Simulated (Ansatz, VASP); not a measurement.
**Two plane-wave programs on Nb**

Contents of POSCAR:

```
Nb
1.0
   -1.6511317439      1.6511317439      1.6511317439
    1.6511317439     -1.6511317439      1.6511317439
    1.6511317439      1.6511317439     -1.6511317439
Nb
1
Direct
    0.0000000000      0.0000000000      0.0000000000
```

Contents of INCAR.step1:

```
SYSTEM = Nb
PREC = Accurate
ENCUT = 520
ISMEAR = 1
SIGMA = 1.0
LREAL = .False.
LASPH = .True.
NELM = 60
NBANDS = 12
GGA = PE
ALGO = Normal
EDIFF = 1E-4
LWAVE = .True.
LCHARG = .False.
```

File INCAR.step2:

```
SYSTEM = Nb
PREC = Accurate
ENCUT = 520
EDIFF = 1E-7
ISMEAR = 1
SIGMA = 1.0
LREAL = .False.
LASPH = .True.
NELM = 60
ALGO = Normal
ISIF = 2
LWAVE = .False.
LCHARG = .False.
METAGGA = R2SCAN
LMIXTAU = .True.
NBANDS = 12
ISTART = 1
```

KPOINTS

```
regular mesh
0
Gamma
  13 13 13
  0 0 0
```

Input for Ansatz:

```yaml
crystal:
  lattice:
    - [-1.6511317439, 1.6511317439, 1.6511317439]
    - [1.6511317439, -1.6511317439, 1.6511317439]
    - [1.6511317439, 1.6511317439, -1.6511317439]
  atoms:
    - { symbol: Nb, position: [0.0, 0.0, 0.0] }
hamiltonian:
  xc: r2scan
  pseudopotentials:
    kind: paw
    azcp:
      Nb: "pseudopotentials/Nb.paw.azcp"
basis:
  ecutwfc: 500
  fft_grid_basis: typed
kpoints:
  mp_grid: { grid: [13, 13, 13], shift: [0, 0, 0] }
magnetization:
  spin_polarized: false
scf:
  occupations: { method: cold, width: 1.0 }
  lower_state_search: "off"
output:
  stress: true
```

Alike in both runs: task single point; functional r2SCAN; k mesh 13 × 13 × 13; no spin polarisation.

|  | VASP | Ansatz |
| --- | --- | --- |
| version | VASP 6.6.1 | Ansatz 0.2.0 |
| potentials or method | VASP PAW PBE potentials, release 64 (Nb_sv), cutoff 520 eV | plane waves (500 eV) with PAW, scalar-relativistic |
| occupations | methfessel-paxton of order 1, width 1 eV | cold, width 1 eV |
| valence electrons in the cell | 13 | 13 |

Ansatz gave:

| Property | Result |
| --- | --- |
| pressure (GPa) | -0.7 |

Which values does VASP return?

Pressure (GPa): -0.1.

VASP's potentials were made for PBE, not for r2SCAN.
